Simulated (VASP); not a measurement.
Set up this calculation in VASP 6.6.1, as the native input.

* Task: single point
* Functional: PBE
* Potentials or basis: VASP PAW PBE potentials, release 64 (Al, N, Ta_pv)
* Cutoff: 520 eV
* k mesh: 1 × 1 × 1, shifted
* Occupations: fermi-dirac, width 0.2482 eV
* Spin: no spin polarisation
* Dipole correction: no
* Mended: yes
* Further INCAR settings: LREAL = Auto; ALGO = Normal; EDIFF = 1e-06; NBANDS = 67; ISYM = -1

The structure of Ta4Al5N9 lies in POSCAR:

```
Ta4Al5N9
1.0
    5.7043550000     -0.0555350000     -0.0206970000
   -0.0555350000      6.2992770000      0.1411560000
   -0.0206970000      0.1411560000      5.7643950000
Al N Ta
5 9 4
Direct
    0.1390062914      0.6849648302      0.8056583766
    0.3807963924      0.0837100170      0.6069946927
    0.6197229903      0.4823581536      0.6990471089
    1.1523569117      0.8738192523      0.2016890759
    0.5971742328     -0.0306284720      0.0279640982
    0.6754219967      0.2372101064      0.4870454886
    0.7620388049      0.2740649105      0.0294570394
    0.3677491037      0.5004223216      0.8775902224
    0.5952266749      0.7092389421      0.2751449327
   -0.0969683092     -0.0942819525     -0.1171044819
    0.9516815454      0.5720156260      0.6219980614
    0.5082614867     -0.1707324326      0.7407633230
    0.1660204392      0.5411478410      1.1926789993
    0.2876705389      0.1502028212      0.1573833659
    0.4921575579      0.4115191807      0.1907865064
    1.0243752216      0.2878172499      0.3856590956
    0.7575727032     -0.0973007060      0.4863618924
    0.0824177108      0.2907627518      0.8948819247
```

These files were run (other wordings do the same):

INCAR

```
PREC = Accurate
ENCUT = 520
EDIFF = 1E-6
ISMEAR = -1
SIGMA = 0.2482
LREAL = Auto
LASPH = T
NELM = 120
ALGO = Normal
ISIF = 2
LWAVE = F
LCHARG = F
GGA = PE
ISYM = -1
NBANDS = 67
GGA_COMPAT = F
```

KPOINTS

```
explicit points
1
Reciprocal
  0.25000000   0.25000000   0.25000000 1
```

Potentials or basis: VASP PAW PBE potentials, release 64 (Al, N, Ta_pv).

Command:

```sh
$ cat potpaw_PBE.64/Al/POTCAR potpaw_PBE.64/N/POTCAR potpaw_PBE.64/Ta_pv/POTCAR > POTCAR
$ mpirun -np 1 vasp_std > vasp.out
```

It gave:

| Quantity | Value |
| --- | --- |
| Pressure | 9.9 GPa |
| Largest force | 5.996 eV/Å |

Caveat: the atoms stand as in a frame of molecular dynamics.

It took 48 s on 1 thread of Intel(R) Xeon(R) Platinum 8559C (Emerald Rapids) (shared host), peak memory 0.29 GiB.
